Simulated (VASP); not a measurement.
# W (Im-3m) in VASP: a series of runs

The runs below take W through relaxation of cell and atoms, single point, with LDA.

Everything below comes from runs of VASP 6.6.1. Logs are shortened: lines on timing, memory, paths and dates and some standing lists are left out, and cuts for length are marked.

## Step 1: The cell of the first run

Symmetry: Im-3m, No. 229, cubic system. The conventional cell has a = 3.160 Å, b = 3.160 Å, c = 3.160 Å, α = 90.00°, β = 90.00°, γ = 90.00°. W (site symmetry m-3m) has 14 W at 2.74 to 3.16 Å within 3.6 Å.

## Step 2: Relaxation of cell and atoms, LDA

The input, INCAR:

```
SYSTEM = W
PREC = Accurate
ENCUT = 600
EDIFF = 1E-6
ISMEAR = 1
SIGMA = 0.1
LREAL = .FALSE.
LASPH = .TRUE.
NELM = 80
ALGO = Normal
ISIF = 3
LWAVE = .FALSE.
LCHARG = .FALSE.
IBRION = 2
NSW = 60
EDIFFG = -0.005
```

The input, KPOINTS:

```
regular mesh
0
G
  24 24 24
  0 0 0
```

The input, POSCAR:

```
W
1.0
   -1.5800000000      1.5800000000      1.5800000000
    1.5800000000     -1.5800000000      1.5800000000
    1.5800000000      1.5800000000     -1.5800000000
W
1
Direct
    0.0000000000      0.0000000000      0.0000000000
```

Potentials or basis: VASP PAW LDA potentials, release 64 (W_sv).

Command:

```sh
> cat potpaw_LDA.64/W_sv/POTCAR > POTCAR
> mpirun -np 1 vasp_std > vasp.out
```

OUTCAR:

```text
SYSTEM = W
   PREC = Accurate
   ENCUT = 600
   EDIFF = 1E-6
   ISMEAR = 1
   LREAL = .FALSE.
   LASPH = .TRUE.
   NELM = 80
   ISIF = 3
   IBRION = 2
   NSW = 60
   EDIFFG = -0.005

 ion  position               nearest neighbor table
   1  0.000  0.000  0.000-

  LATTYP: Found a body centered cubic cell.
 ALAT       =     3.1600000000

  Lattice vectors:

 A1 = (  -1.5800000000,   1.5800000000,   1.5800000000)
 A2 = (   1.5800000000,  -1.5800000000,   1.5800000000)
 A3 = (   1.5800000000,   1.5800000000,  -1.5800000000)

Analysis of symmetry for initial positions (statically):
=====================================================================
 Subroutine PRICEL returns:
 Original cell was already a primitive cell.

 Routine SETGRP: Setting up the symmetry group for a
 body centered cubic supercell.

 Subroutine GETGRP returns: Found 48 space group operations
 (whereof 48 operations were pure point group operations)
 out of a pool of 48 trial point group operations.

The static configuration has the point symmetry O_h .

Analysis of symmetry for dynamics (positions and initial velocities):
=====================================================================
 Subroutine PRICEL returns:
 Original cell was already a primitive cell.

 Routine SETGRP: Setting up the symmetry group for a
 body centered cubic supercell.

 Subroutine GETGRP returns: Found 48 space group operations
 (whereof 48 operations were pure point group operations)
 out of a pool of 48 trial point group operations.

The dynamic configuration has the point symmetry O_h .

 Subroutine INISYM returns: Found 48 space group operations
 (whereof 48 operations are pure point group operations),
 and found     1 'primitive' translations

----------------------------------------------------------------------------------------

                                     Primitive cell

  volume of cell :      15.7772

  direct lattice vectors                    reciprocal lattice vectors
    -1.580000000  1.580000000  1.580000000     0.000000000  0.316455696  0.316455696
     1.580000000 -1.580000000  1.580000000     0.316455696  0.000000000  0.316455696
[... 99 lines left out ...]
   EFERMI_NEDOS =   21; number of points for ismear=-14 and -15
   IALGO  =     38    algorithm
   IMIX   =      4    mixing-type and parameters
     AMIX     =   0.40;   BMIX     =  1.00
     AMIX_MAG =   1.60;   BMIX_MAG =  1.00
  volume/ion in A,a.u.               =      15.78       106.47
  Fermi-wavevector in a.u.,A,eV,Ry     =   1.573163  2.972847 33.672273  2.474842
  Thomas-Fermi vector in A             =   2.674489
   LORBIT       =      0    0 simple, 1 ext, 2 COOP (PROOUT), +10 PAW based schemes
   GGA     = CA    functional components
   LHFCALC =     F    Hartree Fock is set to
   AEXX    =    0.0000 exact exchange contribution
   IVDW    =     0    specifies the selected vdW correction
   LEPSILON=     F    determine dielectric tensor
   LRPA    =     F    only Hartree local field effects (RPA)
 conjugate gradient relaxation of ions
 non-spin polarized calculation
 Methfessel and Paxton  Order N= 1 SIGMA  =   0.10
  energy-cutoff  :      600.00
  volume of cell :       15.78
 maximum number of plane-waves:       543
 NGX is ok and might be reduce to    24
   NGX = 11   NGY = 11   NGZ = 11

--------------------------------------- Ionic step        1  -------------------------------------------

 number of electron      14.0000001 magnetization

 Free energy of the ion-electron system (eV)
  ---------------------------------------------------
  ext. energy  EPLUGINS =         0.00000000
  ---------------------------------------------------
  free energy    TOTEN  =       -14.10163891 eV

  energy without entropy =      -14.10173126  energy(sigma->0) =      -14.10166969

------------------------ aborting loop because EDIFF is reached ----------------------------------------

  FORCE on cell =-STRESS in cart. coord.  units (eV):
  Direction    XX          YY          ZZ          XY          YZ          ZX
  --------------------------------------------------------------------------------------
  -------------------------------------------------------------------------------------
  Total       -0.5693849     -0.5693849     -0.5693849     -0.0000000     -0.0000000      0.0000000
  in kB      -57.8209539    -57.8209539    -57.8209539     -0.0000000     -0.0000000      0.0000000
  external PRESSURE =     -57.8209539 kB  Pullay stress =       0.0000000 kB
[... 92 lines left out ...]
--------------------------------------- Ionic step        4  -------------------------------------------

 number of electron      14.0000000 magnetization

 Free energy of the ion-electron system (eV)
  ---------------------------------------------------
  ext. energy  EPLUGINS =         0.00000000
  ---------------------------------------------------
  free energy    TOTEN  =       -14.10676498 eV

  energy without entropy =      -14.10698465  energy(sigma->0) =      -14.10683820

 E-fermi :  11.7233     XC(G=0): -13.9566

 val. band max:       11.7136683032   @ k =  -0.4583   0.4583   0.2083
 cond. band min:      11.7241623033   @ k =  -0.1667   0.2500   0.0833
 fundamental gap:      0.0104940001
 Fermi energy:        11.7233029919

 k-point     1 :       0.0000    0.0000    0.0000
  band No.  band energies     occupation
      1     -62.0689      2.00000
      2     -25.8410      2.00000
      3     -25.8410      2.00000
      4     -25.8410      2.00000
      5       1.9827      2.00000
      6      10.3505      2.00000
      7      10.3505      2.00000
      8      10.3505      2.00000
      9      13.8914      0.00000
     10      13.8914      0.00000
     11      26.2758      0.00000
[... 309 lines left out ...]
 k-point    24 :       0.4583    0.0417    0.0000
  band No.  band energies     occupation
      1     -61.9158      2.00000
      2     -27.2387      2.00000
      3     -26.3036      2.00000
      4     -25.8606      2.00000
      5       5.3126      2.00000
      6       7.9804      2.00000
      7      12.2985     -0.00000
      8      13.7955      0.00000
      9      14.8985      0.00000
     10      18.0235      0.00000
     11      23.0589      0.00000

 [... further k-points ...]

------------------------ aborting loop because EDIFF is reached ----------------------------------------

  FORCE on cell =-STRESS in cart. coord.  units (eV):
  Direction    XX          YY          ZZ          XY          YZ          ZX
  --------------------------------------------------------------------------------------
  -------------------------------------------------------------------------------------
  Total       -0.0028910     -0.0028910     -0.0028910      0.0000000      0.0000000     -0.0000000
  in kB       -0.2988780     -0.2988780     -0.2988780      0.0000000      0.0000000     -0.0000000
  external PRESSURE =      -0.2988780 kB  Pullay stress =       0.0000000 kB
[... 16 lines left out ...]
  FREE ENERGIE OF THE ION-ELECTRON SYSTEM (eV)
  ---------------------------------------------------
  free  energy   TOTEN  =       -14.1067649822 eV

  energy  without entropy=      -14.1069846461  energy(sigma->0) =      -14.10683820

 reached required accuracy - stopping structural energy minimisation
```

CONTCAR:

```text
W
   1.00000000000000
    -1.5706167412811969    1.5706167412811969    1.5706167412811969
     1.5706167412811969   -1.5706167412811969    1.5706167412811969
     1.5706167412811969    1.5706167412811969   -1.5706167412811969
  W
     1
Direct
     0.0000000000000000    1.0000000000000000    0.0000000000000000

  0.00000000E+00  0.00000000E+00  0.00000000E+00
```

It took 60 s on 1 thread of Intel Xeon Platinum 8559C (Emerald Rapids), shared host; peak memory 0.21 GiB.

Results:

```
Free energy                           : -14.1068 eV
Relaxed volume                        : 15.50 Å³/atom
Relaxed cell                          : a = 2.720 Å, b = 2.720 Å, c = 2.720 Å, α = 109.47°, β = 109.47°, γ = 109.47°
Space group after relaxing (to 0.1 Å) : Im-3m (No. 229)
Energy gained by relaxing             : 5.1 meV/atom
Ionic steps                           : 4
Pressure after relaxing               : 0.0 GPa
Band gap on the k mesh                : zero (bands 7 and 8 overlap by 6.61 eV)
```

The path:
```
step  energy change (eV)  largest force (eV/Å)  pressure (GPa)  volume (Å³)
   1              0.0000                0.0000           -5.78        15.78
   2              0.0684                0.0000           25.32        14.51
   3             -0.0051                0.0000           -0.19        15.51
   4             -0.0051                0.0000           -0.03        15.50
```

Final structure:
```xyz
1
Lattice="-1.5706 1.5706 1.5706 1.5706 -1.5706 1.5706 1.5706 1.5706 -1.5706" Properties=species:S:1:pos:R:3 pbc="T T T"
W     1.5706   -1.5706    1.5706
```

Levels at points of the mesh, in eV from the Fermi level:
```csv
k point,band 4,band 5,band 6,band 7,band 8,band 9,band 10,band 11
"(0.00, 0.00, 0.00)",-37.56,-9.74,-1.37,-1.37,-1.37,2.17,2.17,14.55
"(0.50, 0.00, 0.00)",-37.57,-6.48,-3.77,0.85,2.09,3.07,6.27,11.39
"(0.50, 0.50, 0.50)",-38.55,-6.11,-6.11,5.24,5.24,5.24,8.47,8.47
```

Caveat: spin-orbit coupling is left out, which moves the levels of the heavy elements.

## Step 3: Single point, LDA

This run uses another cell than the first one, of 15.41 Å³/atom.

The input, INCAR:

```
PREC = Accurate
ENCUT = 520
EDIFF = 1E-6
ISMEAR = 1
SIGMA = 0.1
LREAL = False
LASPH = True
NELM = 60
ALGO = Normal
ISIF = 2
LWAVE = False
LCHARG = False
GGA = CA
NBANDS = 13
```

The input, KPOINTS:

```
regular mesh
0
Gamma
  36 36 36
```

The input, POSCAR:

```
W
1.0
   -1.5676484300      1.5676484300      1.5676484300
    1.5676484300     -1.5676484300      1.5676484300
    1.5676484300      1.5676484300     -1.5676484300
W
1
Direct
    0.0000000000      0.0000000000      0.0000000000
```

Potentials or basis: VASP PAW LDA potentials, release 64 (W_sv).

Command:

```sh
> cat potpaw_LDA.64/W_sv/POTCAR > POTCAR
> mpirun -np 1 vasp_std > vasp.out
```

OUTCAR:

```text
PREC = Accurate
   ENCUT = 520
   EDIFF = 1E-6
   ISMEAR = 1
   LREAL = False
   LASPH = True
   NELM = 60
   ISIF = 2
   GGA = CA

 ion  position               nearest neighbor table
   1  0.000  0.000  0.000-

  LATTYP: Found a body centered cubic cell.
 ALAT       =     3.1352968600

  Lattice vectors:

 A1 = (  -1.5676484300,   1.5676484300,   1.5676484300)
 A2 = (   1.5676484300,  -1.5676484300,   1.5676484300)
 A3 = (   1.5676484300,   1.5676484300,  -1.5676484300)

Analysis of symmetry for initial positions (statically):
=====================================================================
 Subroutine PRICEL returns:
 Original cell was already a primitive cell.

 Routine SETGRP: Setting up the symmetry group for a
 body centered cubic supercell.

 Subroutine GETGRP returns: Found 48 space group operations
 (whereof 48 operations were pure point group operations)
 out of a pool of 48 trial point group operations.

The static configuration has the point symmetry O_h .

Analysis of symmetry for dynamics (positions and initial velocities):
=====================================================================
 Subroutine PRICEL returns:
 Original cell was already a primitive cell.

 Routine SETGRP: Setting up the symmetry group for a
 body centered cubic supercell.

 Subroutine GETGRP returns: Found 48 space group operations
 (whereof 48 operations were pure point group operations)
 out of a pool of 48 trial point group operations.

The dynamic configuration has the point symmetry O_h .

 Subroutine INISYM returns: Found 48 space group operations
 (whereof 48 operations are pure point group operations),
 and found     1 'primitive' translations

----------------------------------------------------------------------------------------

                                     Primitive cell

  volume of cell :      15.4101

  direct lattice vectors                    reciprocal lattice vectors
    -1.567648430  1.567648430  1.567648430     0.000000000  0.318949064  0.318949064
     1.567648430 -1.567648430  1.567648430     0.318949064  0.000000000  0.318949064
     1.567648430  1.567648430 -1.567648430     0.318949064  0.318949064  0.000000000

  length of vectors
     2.715246729  2.715246729  2.715246729     0.451062093  0.451062093  0.451062093

  position of ions in fractional coordinates (direct lattice)
     0.000000000  0.000000000  0.000000000

  ion indices of the primitive-cell ions
   primitive index   ion index
                 1           1

----------------------------------------------------------------------------------------

 KPOINTS: regular mesh

Automatic generation of k-mesh.
 Grid dimensions read from file:
 generate k-points for:   36   36   36

 Generating k-lattice:

  Cartesian coordinates                     Fractional coordinates (reciprocal lattice)
     0.000000000  0.008859696  0.008859696     0.027777778  0.000000000  0.000000000
     0.008859696  0.000000000  0.008859696     0.000000000  0.027777778  0.000000000
     0.008859696  0.008859696  0.000000000     0.000000000  0.000000000  0.027777778

  Length of vectors
     0.012529503  0.012529503  0.012529503

  Shift w.r.t. Gamma in fractional coordinates (k-lattice)
     0.000000000  0.000000000  0.000000000

 Subroutine IBZKPT returns following result:
 ===========================================

 Found   1240 irreducible k-points:

 Following reciprocal coordinates:
            Coordinates               Weight
  0.000000  0.000000  0.000000      1.000000
  0.027778  0.000000  0.000000     12.000000
  0.055556  0.000000  0.000000     12.000000
  0.083333  0.000000  0.000000     12.000000
  0.111111  0.000000  0.000000     12.000000
  0.138889  0.000000  0.000000     12.000000
[... 16 lines left out ...]
  0.111111  0.027778  0.000000     48.000000
  0.138889  0.027778  0.000000     48.000000
 [... further k-points ...]
   k-points           NKPTS =   1240   k-points in BZ     NKDIM =   1240   number of bands    NBANDS=     13
   number of dos      NEDOS =    301   number of ions     NIONS =      1
   total plane-waves  NPLWV =   8000
   dimension x,y,z NGX =    20 NGY =   20 NGZ =   20
   dimension x,y,z NGXF=    40 NGYF=   40 NGZF=   40
   ions per type =               1
   NGX,Y,Z   is equivalent  to a cutoff of  12.25, 12.25, 12.25 a.u.
   NGXF,Y,Z  is equivalent  to a cutoff of  24.49, 24.49, 24.49 a.u.
 SYSTEM =  unknown system
   PREC   = accura    normal or accurate (medium, high low for compatibility)
   ISTART =      0    job   : 0-new  1-cont  2-samecut
   ICHARG =      2    charge: 1-file 2-atom 10-const
   ISPIN  =      1    spin polarized calculation?
   LNONCOLLINEAR =      F non collinear calculations
   LSORBIT =      F    spin-orbit coupling
   LASPH  =      T    aspherical Exc in radial PAW
   ENCUT  =  520.0 eV  38.22 Ry    6.18 a.u.   5.05  5.05  5.05*2*pi/ulx,y,z
   NELM   =     60;   NELMIN=  2; NELMDL= -5     # of ELM steps
   EDIFF  = 0.1E-05   stopping-criterion for ELM
   LREAL  =      F    real-space projection
   EDIFFG = 0.1E-04   stopping-criterion for IOM
   NSW    =      0    number of steps for IOM
   IBRION =     -1    ionic relax: 0-MD 1-quasi-New 2-CG
   NFREE  =      0    steps in history (QN), initial steepest desc. (CG)
   ISIF   =      2    stress and relaxation
   ISYM   =      2    0-nonsym 1-usesym 2-fastsym
   POTIM  = 0.5000    time-step for ionic-motion
   TEBEG  =    0.0;   TEEND  =   0.0 temperature during run
   PSTRESS=    0.0 pullay stress
   NELECT =      14.0000    total number of electrons
   NUPDOWN=      -1.0000    fix difference up-down
   EMIN   =  10.00;   EMAX   =-10.00  energy-range for DOS
   EFERMI =   0.00;   METHOD = LEGACY
   ISMEAR =     1;   SIGMA  =   0.10  broadening in eV -4-tet -1-fermi 0-gaus
   EFERMI_NEDOS =   21; number of points for ismear=-14 and -15
   IALGO  =     38    algorithm
   IMIX   =      4    mixing-type and parameters
     AMIX     =   0.40;   BMIX     =  1.00
     AMIX_MAG =   1.60;   BMIX_MAG =  1.00
  volume/ion in A,a.u.               =      15.41       103.99
  Fermi-wavevector in a.u.,A,eV,Ry     =   1.585558  2.996270 34.204974  2.513995
  Thomas-Fermi vector in A             =   2.685004
   LORBIT       =      0    0 simple, 1 ext, 2 COOP (PROOUT), +10 PAW based schemes
   GGA     = CA    functional components
   LHFCALC =     F    Hartree Fock is set to
   AEXX    =    0.0000 exact exchange contribution
   IVDW    =     0    specifies the selected vdW correction
   LEPSILON=     F    determine dielectric tensor
   LRPA    =     F    only Hartree local field effects (RPA)
 non-spin polarized calculation
 Methfessel and Paxton  Order N= 1 SIGMA  =   0.10
  energy-cutoff  :      520.00
  volume of cell :       15.41
 maximum number of plane-waves:       430
   NGX =  9   NGY =  9   NGZ =  9

 number of electron      14.0000004 magnetization

 Free energy of the ion-electron system (eV)
  ---------------------------------------------------
  ext. energy  EPLUGINS =         0.00000000
  ---------------------------------------------------
  free energy    TOTEN  =       -14.10406830 eV

  energy without entropy =      -14.10420510  energy(sigma->0) =      -14.10411390

 E-fermi :  11.7898     XC(G=0): -13.9890

 val. band max:       11.7868742493   @ k =  -0.4444   0.5000   0.0278
 cond. band min:      11.7915456763   @ k =  -0.2222   0.3333   0.1111
 fundamental gap:      0.0046714270
 Fermi energy:        11.7898431676

 k-point     1 :       0.0000    0.0000    0.0000
  band No.  band energies     occupation
      1     -61.9804      2.00000
      2     -25.7429      2.00000
      3     -25.7429      2.00000
      4     -25.7429      2.00000
      5       2.0373      2.00000
      6      10.4245      2.00000
      7      10.4245      2.00000
      8      10.4245      2.00000
      9      13.9888      0.00000
     10      13.9888      0.00000
     11      26.3730      0.00000
     12      26.3730      0.00000
     13      26.3730      0.00000
[... 353 lines left out ...]
 k-point    24 :       0.1389    0.0278    0.0000
  band No.  band energies     occupation
      1     -61.9465      2.00000
      2     -26.0785      2.00000
      3     -25.8435      2.00000
      4     -25.7492      2.00000
      5       3.1645      2.00000
      6       9.7944      2.00000
      7      10.1442      2.00000
      8      11.5827      2.01261
      9      13.2720     -0.00000
     10      14.0486      0.00000
     11      27.1472      0.00000
     12      28.2995      0.00000
     13      28.6640      0.00000

 [... further k-points ...]

------------------------ aborting loop because EDIFF is reached ----------------------------------------

  FORCE on cell =-STRESS in cart. coord.  units (eV):
  Direction    XX          YY          ZZ          XY          YZ          ZX
  --------------------------------------------------------------------------------------
  -------------------------------------------------------------------------------------
  Total        0.1880128      0.1880128      0.1880128     -0.0000000      0.0000000     -0.0000000
  in kB       19.5475337     19.5475337     19.5475337     -0.0000000      0.0000000     -0.0000000
  external PRESSURE =      19.5475337 kB  Pullay stress =       0.0000000 kB

 VOLUME and BASIS-vectors are now :
 -----------------------------------------------------------------------------
  energy-cutoff  :      520.00
  volume of cell :       15.41
      direct lattice vectors                 reciprocal lattice vectors
    -1.567648430  1.567648430  1.567648430     0.000000000  0.318949064  0.318949064
     1.567648430 -1.567648430  1.567648430     0.318949064  0.000000000  0.318949064
     1.567648430  1.567648430 -1.567648430     0.318949064  0.318949064  0.000000000

 POSITION                                       TOTAL-FORCE (eV/Angst)
 -----------------------------------------------------------------------------------
      0.00000      0.00000      0.00000         0.000000      0.000000     -0.000000
 -----------------------------------------------------------------------------------
    total drift:                                0.000000     -0.000000     -0.000000

  FREE ENERGIE OF THE ION-ELECTRON SYSTEM (eV)
  ---------------------------------------------------
  free  energy   TOTEN  =       -14.1040682970 eV

  energy  without entropy=      -14.1042051002  energy(sigma->0) =      -14.10411390
```

It took 66 s on 1 thread of Intel Xeon Platinum 8559C (Emerald Rapids), shared host; peak memory 0.32 GiB.

What came out:

| Property | Result |
| --- | --- |
| Free energy | -14.1041 eV |
| Pressure | 2.0 GPa |
| Band gap on the k mesh | zero (bands 7 and 8 overlap by 6.66 eV) |

Caveat: spin-orbit coupling is left out, which moves the levels of the heavy elements.
